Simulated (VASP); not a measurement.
Write the native input for VASP 6.6.1 that does the following.

| Quantity | Value |
| --- | --- |
| Task | relaxation of cell and atoms |
| Functional | PBE |
| Potentials or basis | VASP PAW PBE potentials, release 64 (Be, F) |
| Cutoff | 600 eV |
| k mesh | 12 × 12 × 6 |
| Occupations | gaussian, width 0.1 eV |
| Spin | no spin polarisation |
| Dipole correction | no |
| Further INCAR settings | ALGO = Normal; EDIFF = 1e-06; IBRION = 2; EDIFFG = -0.01; NSW = 100; ISIF = 3 |

The structure of Be2F lies in POSCAR:

```
Be2F
1.0
    3.4014007531      0.0000000000      0.0000000000
    0.0000000000      3.4014007531      0.0000000000
    0.0000000000      0.0000000000      5.9963361653
Be F
4 2
Direct
    0.7731839898      0.2731839898      0.8875914421
    0.7268160102      0.7731839898      0.1124085579
    0.2731839898      0.2268160102      0.1124085579
    0.2268160102      0.7268160102      0.8875914421
    0.5000000000      0.0000000000      0.3083825866
    0.0000000000      0.5000000000      0.6916174134
```

The cell was built from a structure type or drawn by symmetry, and may not be a known phase.

The input as run:

INCAR

```
SYSTEM = Be2F
PREC = Accurate ; ENCUT = 600
EDIFF = 1E-6 ; ISMEAR = 0
SIGMA = 0.1 ; LREAL = .False.
LASPH = .True. ; NELM = 60
ALGO = Normal ; ISIF = 3
LWAVE = .False. ; LCHARG = .False.
GGA = PE ; IBRION = 2
NSW = 100 ; EDIFFG = -0.01
```

KPOINTS

```
regular mesh
0
Gamma
  12 12 6
  0 0 0
```

Potentials or basis: VASP PAW PBE potentials, release 64 (Be, F).

Command:

```bash
$ cat potpaw_PBE.64/Be/POTCAR potpaw_PBE.64/F/POTCAR > POTCAR
$ mpirun -np 1 vasp_std > vasp.out
```

Results of the run:

```
Relaxed volume                        : 11.54 Å³/atom
Relaxed cell                          : a = 3.398 Å, b = 3.398 Å, c = 5.997 Å, α = 90.00°, β = 90.00°, γ = 90.00°
Space group after relaxing (to 0.1 Å) : P-42_1m (No. 113)
Energy gained by relaxing             : 0.3 meV/atom
Ionic steps                           : 8
Pressure after relaxing               : 0.0 GPa
Largest force after relaxing          : 0.009 eV/Å
Band gap on the k mesh                : zero (bands 11 and 12 overlap by 4.08 eV)
```

It took 2.5 min on 1 thread of Intel(R) Xeon(R) 6975P-C (Granite Rapids) (shared host), peak memory 0.27 GiB.
